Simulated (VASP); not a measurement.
# Mg7Te (Pm-3m) in VASP: single point with PBE

Aim: the single point of Mg7Te with PBE.

Program: VASP 6.6.1. These are calculated values, not measurements. Logs are shortened: lines on timing, memory, paths and dates and some standing lists are left out, and cuts for length are marked.

## 1. The cell of the first run

It takes space group Pm-3m (No. 221, cubic). The conventional cell has a = 6.056 Å, b = 6.056 Å, c = 6.056 Å, α = 90.00°, β = 90.00°, γ = 90.00°. Mg (site symmetry 4/mmm) has 6 Mg at 3.03 Å within 4.0 Å. Within 4.0 Å of Mg (site symmetry 4/mmm) lie 4 Mg at 3.03 Å and 2 Te at 3.03 Å. Within 4.0 Å of Mg (site symmetry m-3m) lie 6 Mg at 3.03 Å. Within 4.0 Å of Te (site symmetry m-3m) lie 6 Mg at 3.03 Å.

The cell was built from a structure type or drawn by symmetry, and may not be a known phase.

## 2. Single point, PBE

Contents of INCAR:

```
SYSTEM = Mg7Te
  ALGO = Normal
  EDIFF = 1E-6
  ENCUT = 600
  GGA = PE
  GGA_COMPAT = .FALSE.
  ISIF = 2
  ISMEAR = 0
  LASPH = .TRUE.
  LCHARG = .FALSE.
  LREAL = .FALSE.
  LWAVE = .FALSE.
  NBANDS = 20
  NELM = 120
  PREC = Accurate
  SIGMA = 0.2
```

Contents of KPOINTS:

```
k-points
0
G
  3 3 3
  0 0 0
```

Contents of POSCAR:

```
Mg7Te
1.0
    6.0564010977      0.0000000000      0.0000000000
    0.0000000000      6.0564010977      0.0000000000
    0.0000000000      0.0000000000      6.0564010977
Mg Te
7 1
Direct
    0.0000000000      0.5000000000      0.5000000000
    0.5000000000      0.0000000000      0.5000000000
    0.5000000000      0.5000000000      0.0000000000
    0.5000000000      0.0000000000      0.0000000000
    0.0000000000      0.5000000000      0.0000000000
    0.0000000000      0.0000000000      0.5000000000
    0.5000000000      0.5000000000      0.5000000000
    0.0000000000      0.0000000000      0.0000000000
```

Potentials or basis: VASP PAW PBE potentials, release 64 (Mg, Te).

The run is started by

```console
> cat potpaw_PBE.64/Mg/POTCAR potpaw_PBE.64/Te/POTCAR > POTCAR
> mpirun -np 1 vasp_std > vasp.out
```

OUTCAR:

```text
SYSTEM = Mg7Te
   EDIFF = 1E-6
   ENCUT = 600
   GGA = PE
   ISIF = 2
   ISMEAR = 0
   LASPH = .TRUE.
   LREAL = .FALSE.
   NELM = 120
   PREC = Accurate

 ion  position               nearest neighbor table
   1  0.000  0.500  0.500-   5 3.03   6 3.03   7 3.03   5 3.03   6 3.03   7 3.03
   2  0.500  0.000  0.500-   4 3.03   6 3.03   7 3.03   4 3.03   7 3.03   6 3.03
   3  0.500  0.500  0.000-   4 3.03   5 3.03   7 3.03   7 3.03   4 3.03   5 3.03
   4  0.500  0.000  0.000-   2 3.03   3 3.03   8 3.03   2 3.03   3 3.03   8 3.03
   5  0.000  0.500  0.000-   1 3.03   3 3.03   8 3.03   1 3.03   8 3.03   3 3.03
   6  0.000  0.000  0.500-   1 3.03   2 3.03   8 3.03   8 3.03   1 3.03   2 3.03
   7  0.500  0.500  0.500-   1 3.03   2 3.03   3 3.03   3 3.03   2 3.03   1 3.03
   8  0.000  0.000  0.000-   4 3.03   5 3.03   6 3.03   6 3.03   5 3.03   4 3.03

  LATTYP: Found a simple cubic cell.
 ALAT       =     6.0564010977

  Lattice vectors:

 A1 = (   6.0564010977,   0.0000000000,   0.0000000000)
 A2 = (   0.0000000000,   6.0564010977,   0.0000000000)
 A3 = (   0.0000000000,   0.0000000000,   6.0564010977)

Analysis of symmetry for initial positions (statically):
=====================================================================
 Subroutine PRICEL returns:
 Original cell was already a primitive cell.

 Routine SETGRP: Setting up the symmetry group for a
 simple cubic supercell.

 Subroutine GETGRP returns: Found 48 space group operations
 (whereof 48 operations were pure point group operations)
 out of a pool of 48 trial point group operations.

The static configuration has the point symmetry O_h .

Analysis of symmetry for dynamics (positions and initial velocities):
=====================================================================
 Subroutine PRICEL returns:
 Original cell was already a primitive cell.

 Routine SETGRP: Setting up the symmetry group for a
 simple cubic supercell.

 Subroutine GETGRP returns: Found 48 space group operations
 (whereof 48 operations were pure point group operations)
 out of a pool of 48 trial point group operations.

The dynamic configuration has the point symmetry O_h .

 Subroutine INISYM returns: Found 48 space group operations
 (whereof 48 operations are pure point group operations),
 and found     1 'primitive' translations

----------------------------------------------------------------------------------------

                                     Primitive cell

  volume of cell :     222.1488

  direct lattice vectors                    reciprocal lattice vectors
     6.056401098  0.000000000  0.000000000     0.165114560  0.000000000  0.000000000
     0.000000000  6.056401098  0.000000000     0.000000000  0.165114560  0.000000000
     0.000000000  0.000000000  6.056401098     0.000000000  0.000000000  0.165114560

  length of vectors
     6.056401098  6.056401098  6.056401098     0.165114560  0.165114560  0.165114560

  position of ions in fractional coordinates (direct lattice)
     0.000000000  0.500000000  0.500000000
     0.500000000  0.000000000  0.500000000
     0.500000000  0.500000000  0.000000000
     0.500000000  0.000000000  0.000000000
     0.000000000  0.500000000  0.000000000
     0.000000000  0.000000000  0.500000000
     0.500000000  0.500000000  0.500000000
     0.000000000  0.000000000  0.000000000

  ion indices of the primitive-cell ions
   primitive index   ion index
                 1           1
                 2           2
                 3           3
                 4           4
                 5           5
                 6           6
                 7           7
                 8           8

----------------------------------------------------------------------------------------

 KPOINTS: k-points

Automatic generation of k-mesh.
 Grid dimensions read from file:
 generate k-points for:    3    3    3

 Generating k-lattice:

  Cartesian coordinates                     Fractional coordinates (reciprocal lattice)
     0.055038187  0.000000000  0.000000000     0.333333333  0.000000000  0.000000000
     0.000000000  0.055038187  0.000000000     0.000000000  0.333333333  0.000000000
     0.000000000  0.000000000  0.055038187     0.000000000  0.000000000  0.333333333

  Length of vectors
     0.055038187  0.055038187  0.055038187

  Shift w.r.t. Gamma in fractional coordinates (k-lattice)
     0.000000000  0.000000000  0.000000000

 Subroutine IBZKPT returns following result:
 ===========================================

 Found      4 irreducible k-points:

 Following reciprocal coordinates:
            Coordinates               Weight
  0.000000  0.000000  0.000000      1.000000
  0.333333  0.000000  0.000000      6.000000
  0.333333  0.333333  0.000000     12.000000
  0.333333  0.333333  0.333333      8.000000
   k-points           NKPTS =      4   k-points in BZ     NKDIM =      4   number of bands    NBANDS=     20
   number of dos      NEDOS =    301   number of ions     NIONS =      8
   total plane-waves  NPLWV = 110592
   dimension x,y,z NGX =    48 NGY =   48 NGZ =   48
   dimension x,y,z NGXF=    96 NGYF=   96 NGZF=   96
   ions per type =               7   1
   NGX,Y,Z   is equivalent  to a cutoff of  13.18, 13.18, 13.18 a.u.
   NGXF,Y,Z  is equivalent  to a cutoff of  26.35, 26.35, 26.35 a.u.
 SYSTEM =  Mg7Te
   PREC   = accura    normal or accurate (medium, high low for compatibility)
   ISTART =      0    job   : 0-new  1-cont  2-samecut
   ICHARG =      2    charge: 1-file 2-atom 10-const
   ISPIN  =      1    spin polarized calculation?
   LNONCOLLINEAR =      F non collinear calculations
   LSORBIT =      F    spin-orbit coupling
   LASPH  =      T    aspherical Exc in radial PAW
   ENCUT  =  600.0 eV  44.10 Ry    6.64 a.u.  12.10 12.10 12.10*2*pi/ulx,y,z
   NELM   =    120;   NELMIN=  2; NELMDL= -5     # of ELM steps
   EDIFF  = 0.1E-05   stopping-criterion for ELM
   LREAL  =      F    real-space projection
   EDIFFG = 0.1E-04   stopping-criterion for IOM
   NSW    =      0    number of steps for IOM
   IBRION =     -1    ionic relax: 0-MD 1-quasi-New 2-CG
   NFREE  =      0    steps in history (QN), initial steepest desc. (CG)
   ISIF   =      2    stress and relaxation
   ISYM   =      2    0-nonsym 1-usesym 2-fastsym
   POTIM  = 0.5000    time-step for ionic-motion
   TEBEG  =    0.0;   TEEND  =   0.0 temperature during run
   PSTRESS=    0.0 pullay stress
   NELECT =      20.0000    total number of electrons
   NUPDOWN=      -1.0000    fix difference up-down
   EMIN   =  10.00;   EMAX   =-10.00  energy-range for DOS
   EFERMI =   0.00;   METHOD = LEGACY
   ISMEAR =     0;   SIGMA  =   0.20  broadening in eV -4-tet -1-fermi 0-gaus
   EFERMI_NEDOS =   21; number of points for ismear=-14 and -15
   IALGO  =     38    algorithm
   IMIX   =      4    mixing-type and parameters
     AMIX     =   0.40;   BMIX     =  1.00
     AMIX_MAG =   1.60;   BMIX_MAG =  1.00
  volume/ion in A,a.u.               =      27.77       187.39
  Fermi-wavevector in a.u.,A,eV,Ry     =   0.733731  1.386551  7.324848  0.538361
  Thomas-Fermi vector in A             =   1.826511
   LORBIT       =      0    0 simple, 1 ext, 2 COOP (PROOUT), +10 PAW based schemes
   GGA     = PE    functional components
   LHFCALC =     F    Hartree Fock is set to
   AEXX    =    0.0000 exact exchange contribution
   IVDW    =     0    specifies the selected vdW correction
   LEPSILON=     F    determine dielectric tensor
   LRPA    =     F    only Hartree local field effects (RPA)
 non-spin polarized calculation
 Gauss-broadening in eV      SIGMA  =   0.20
  energy-cutoff  :      600.00
  volume of cell :      222.15
 maximum number of plane-waves:      7441
   NGX = 25   NGY = 25   NGZ = 25

 number of electron      20.0000001 magnetization

 Free energy of the ion-electron system (eV)
  ---------------------------------------------------
  ext. energy  EPLUGINS =         0.00000000
  ---------------------------------------------------
  free energy    TOTEN  =       -11.91397776 eV

  energy without entropy =      -11.82087539  energy(sigma->0) =      -11.86742657

 E-fermi :   2.3278     XC(G=0):  -8.1421

 val. band max:        2.2273355007   @ k =   0.3333   0.0000   0.0000
 cond. band min:       2.4410132814   @ k =   0.3333   0.3333   0.3333
 fundamental gap:      0.2136777808
 Fermi energy:         2.3277875196

 k-point     1 :       0.0000    0.0000    0.0000
  band No.  band energies     occupation
      1      -8.8960      2.00000
      2      -2.7536      2.00000
      3      -1.0876      2.00000
      4      -1.0876      2.00000
      5      -1.0876      2.00000
      6       0.0586      2.00000
[... 12 lines left out ...]
     19       5.0692      0.00000
     20       6.1572      0.00000

 k-point     2 :       0.3333    0.0000    0.0000
  band No.  band energies     occupation
      1      -8.8629      2.00000
      2      -2.9396      2.00000
      3      -1.4579      2.00000
      4      -0.9430      2.00000
      5      -0.9430      2.00000
      6       0.1615      2.00000
[... 12 lines left out ...]
     19       5.9995      0.00000
     20       6.6470      0.00000

 k-point     3 :       0.3333    0.3333    0.0000
  band No.  band energies     occupation
      1      -8.8323      2.00000
      2      -2.6940      2.00000
      3      -2.2041      2.00000
      4      -0.8221      2.00000
      5      -0.8174      2.00000
      6      -0.3544      2.00000
[... 12 lines left out ...]
     19       6.9462      0.00000
     20       7.0563      0.00000

 k-point     4 :       0.3333    0.3333    0.3333
  band No.  band energies     occupation
      1      -8.8039      2.00000
      2      -2.4141      2.00000
      3      -1.9125      2.00000
      4      -1.9125      2.00000
      5      -0.7442      2.00000
      6      -0.1006      2.00000
[... 12 lines left out ...]
     19       5.9209      0.00000
     20       6.4065      0.00000

------------------------ aborting loop because EDIFF is reached ----------------------------------------

  FORCE on cell =-STRESS in cart. coord.  units (eV):
  Direction    XX          YY          ZZ          XY          YZ          ZX
  --------------------------------------------------------------------------------------
  -------------------------------------------------------------------------------------
  Total        0.3826667      0.3826667      0.3826667     -0.0000000      0.0000000     -0.0000000
  in kB        2.7598621      2.7598621      2.7598621     -0.0000000      0.0000000     -0.0000000
  external PRESSURE =       2.7598621 kB  Pullay stress =       0.0000000 kB

 VOLUME and BASIS-vectors are now :
 -----------------------------------------------------------------------------
  energy-cutoff  :      600.00
  volume of cell :      222.15
      direct lattice vectors                 reciprocal lattice vectors
     6.056401098  0.000000000  0.000000000     0.165114560  0.000000000  0.000000000
     0.000000000  6.056401098  0.000000000     0.000000000  0.165114560  0.000000000
     0.000000000  0.000000000  6.056401098     0.000000000  0.000000000  0.165114560

 POSITION                                       TOTAL-FORCE (eV/Angst)
 -----------------------------------------------------------------------------------
      0.00000      3.02820      3.02820         0.000000      0.000000      0.000000
      3.02820      0.00000      3.02820         0.000000      0.000000      0.000000
      3.02820      3.02820      0.00000         0.000000      0.000000      0.000000
      3.02820      0.00000      0.00000         0.000000      0.000000      0.000000
      0.00000      3.02820      0.00000         0.000000      0.000000      0.000000
      0.00000      0.00000      3.02820         0.000000      0.000000      0.000000
      3.02820      3.02820      3.02820         0.000000      0.000000      0.000000
      0.00000      0.00000      0.00000         0.000000      0.000000      0.000000
 -----------------------------------------------------------------------------------
    total drift:                                0.000000      0.000000      0.000000

  FREE ENERGIE OF THE ION-ELECTRON SYSTEM (eV)
  ---------------------------------------------------
  free  energy   TOTEN  =       -11.9139777560 eV

  energy  without entropy=      -11.8208753873  energy(sigma->0) =      -11.86742657
```

Wall time 65 s (1 thread of Intel Xeon 8259CL, shared host); peak memory 0.31 GiB.

Results:

| Property | Result |
| --- | --- |
| Free energy | -11.9140 eV |
| Pressure | 0.3 GPa |
| Band gap on the k mesh | zero (bands 10 and 11 overlap by 0.21 eV) |

Levels at points of the mesh, in eV from the Fermi level:
| k point | band 6 | band 7 | band 8 | band 9 | band 10 | band 11 | band 12 | band 13 | band 14 | band 15 |
| --- | --- | --- | --- | --- | --- | --- | --- | --- | --- | --- |
| (0.00, 0.00, 0.00) | -2.27 | -2.27 | -0.25 | -0.25 | -0.25 | 0.14 | 1.39 | 1.39 | 1.39 | 2.04 |

Caveat: semilocal functionals underestimate gaps, so a narrow gap can read as zero; spin-orbit coupling is left out, which moves the levels of the heavy elements.
